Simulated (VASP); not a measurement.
Input of a VASP 6.6.1 run:

Contents of POSCAR:

```
K2IBr
1.0
    2.3474070935      1.3552761174      8.1745340448
   -2.3474070935      1.3552761174      8.1745340448
    0.0000000000     -2.7105522346      8.1745340448
Br I K
1 1 2
Direct
    1.0000000000      0.0000000000      0.0000000000
    0.5000000000      0.5000000000      0.5000000000
    0.2557569576      0.2557569576      0.2557569576
    0.7442430424      0.7442430424      0.7442430424
```

File INCAR.step1:

```
SYSTEM = K2IBr
  ALGO = Normal
  EDIFF = 1E-4
  ENCUT = 520
  GGA = PE
  ISMEAR = 0
  LASPH = .TRUE.
  LCHARG = .FALSE.
  LREAL = .FALSE.
  LWAVE = .TRUE.
  NBANDS = 24
  NELM = 80
  PREC = Accurate
  SIGMA = 0.01
```

The input INCAR.step2:

```
SYSTEM = K2IBr
  ALGO = Normal
  EDIFF = 1E-7
  ENCUT = 520
  ISIF = 2
  ISMEAR = 0
  ISTART = 1
  LASPH = .TRUE.
  LCHARG = .TRUE.
  LELF = .TRUE.
  LMIXTAU = .TRUE.
  LREAL = .FALSE.
  LVHAR = .TRUE.
  LWAVE = .FALSE.
  METAGGA = R2SCAN
  NBANDS = 24
  NELM = 80
  PREC = Accurate
  SIGMA = 0.01
```

KPOINTS

```
k-points
0
G
  6 6 6
  0 0 0
```

Potentials or basis: VASP PAW PBE potentials, release 64 (Br, I, K_sv).

Run with:

```sh
$ cat potpaw_PBE.64/Br/POTCAR potpaw_PBE.64/I/POTCAR potpaw_PBE.64/K_sv/POTCAR > POTCAR
$ cp INCAR.step1 INCAR
$ mpirun -np 1 vasp_std > vasp.out
$ cp INCAR.step2 INCAR
$ mpirun -np 1 vasp_std > vasp.out
```

Q: What does it give for the band gap on the k mesh?

A: 4.35 eV, direct.

Q: Predict the pressure.

A: 0.4 GPa.

Stress tensor (GPa, compression positive):
```
0.63 0.00 0.00
0.00 0.63 0.00
0.00 0.00 0.00
```

Caveat: the cell differs from its parent crystal (epitaxial xy strain -2.9%); the PAW data sets were made with another functional, which shifts forces and pressure a little; spin-orbit coupling is left out, which moves the levels of the heavy elements. A k mesh can miss the band edges.
